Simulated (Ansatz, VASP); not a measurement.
One calculation of AlNi3, two programs

```
Al Ni
1.0
    -2.36831    2.36831    2.36831
     2.36831   -2.36831    2.36831
     2.36831    2.36831   -2.36831
Al Ni
1 3
Direct
  0.00000 0.00000 0.00000
  0.00000 0.50000 0.50000
  0.50000 0.00000 0.50000
  0.50000 0.50000 0.00000
```

Alike in both runs: functional PBE; k mesh 14 × 14 × 14; occupations gaussian, width 0.1 eV; collinear spin.

Ansatz relaxed the structure, and its values are those at the end. VASP's run is a single point on that final structure, the one shown.

```csv
,VASP,Ansatz
version,VASP 6.6.1,Ansatz 0.2.0
potentials or method,"VASP PAW PBE potentials, release 64 (Al, Ni), cutoff 520 eV","scalar-relativistic, plane waves, PAW"
valence electrons in the cell,33,57
```

```csv
,VASP,Ansatz,Ansatz less VASP
gap on the k mesh at the Fermi level (eV),none,none,-
pressure (GPa),0.0,0.0,+0.01
net moment per atom (μB),0.00,0.00,-0.001
```

A gap of «none» marks a metal or a gap that the smearing closes. VASP's potentials hold 33 valence electrons a cell and Ansatz's 57, so a difference there can come from the potentials and not from the codes. Ansatz's warnings: seeded moment not kept.
